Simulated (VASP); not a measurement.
C:

```
C
1.0
     2.52210    0.00000    0.00000
    -1.26105    2.18420    0.00000
     0.00000    0.00000   12.35570
C
12
Cartesian
  1.2611 0.7281 4.3760
  0.0000 1.4561 10.5539
  1.2611 0.7281 1.8018
  0.0000 1.4561 7.9797
  1.2611 0.7281 5.9205
  0.0000 1.4561 12.0983
  1.2611 0.7281 0.2574
  0.0000 1.4561 6.4352
  0.0000 0.0000 10.0390
  0.0000 0.0000 3.8612
  0.0000 0.0000 8.4945
  0.0000 0.0000 2.3167
```

* Program: VASP 6.6.1
* Task: relaxation of cell and atoms
* Functional: RPBE
* Potentials or basis: VASP PAW PBE potentials, release 64 (C)
* Cutoff: 600 eV
* k mesh: 12 × 12 × 3
* Occupations: fermi-dirac, width 0.05 eV
* Spin: no spin polarisation

At the start: pressure 8.0 GPa; volume 5.67 Å³/atom.

**Question.** Where does the relaxation end?

**Answer.** Over 8 steps the energy falls by 4.0 meV/atom and the volume is 5.78 Å³/atom (+1.9 %); space group P6_3/mmc (No. 194, to 0.05 Å).

Step by step:
```
step  energy change (eV)  largest force (eV/Å)  pressure (GPa)  volume (Å³)
   1              0.0000                0.3304            8.02        68.06
   2              0.0124                0.3054           -8.86        70.89
   3             -0.0480                0.0854           -0.25        69.37
   4             -0.0480                0.0832           -0.09        69.34
   5             -0.0474                0.1511            0.06        69.32
   6             -0.0485                0.0304           -0.03        69.33
   7             -0.0485                0.0145            0.04        69.32
   8             -0.0485                0.0017            0.02        69.33
```

Final structure:
```xyz
12
Lattice="2.5321 0.0000 0.0000 -1.2661 2.1929 0.0000 0.0000 0.0000 12.4852" Properties=species:S:1:pos:R:3 pbc="T T T"
C     1.2661    0.7310    4.4309
C     0.0000    1.4619   10.6735
C     1.2661    0.7310    1.8117
C     0.0000    1.4619    8.0543
C     1.2661    0.7310    5.9833
C     0.0000    1.4619   12.2259
C     1.2661    0.7310    0.2593
C     0.0000    1.4619    6.5019
C     0.0000    0.0000   10.1521
C     0.0000    0.0000    3.9095
C     0.0000    0.0000    8.5757
C     0.0000    0.0000    2.3331
```

Caveat: the PAW data sets were made with another functional, which shifts forces and pressure a little.
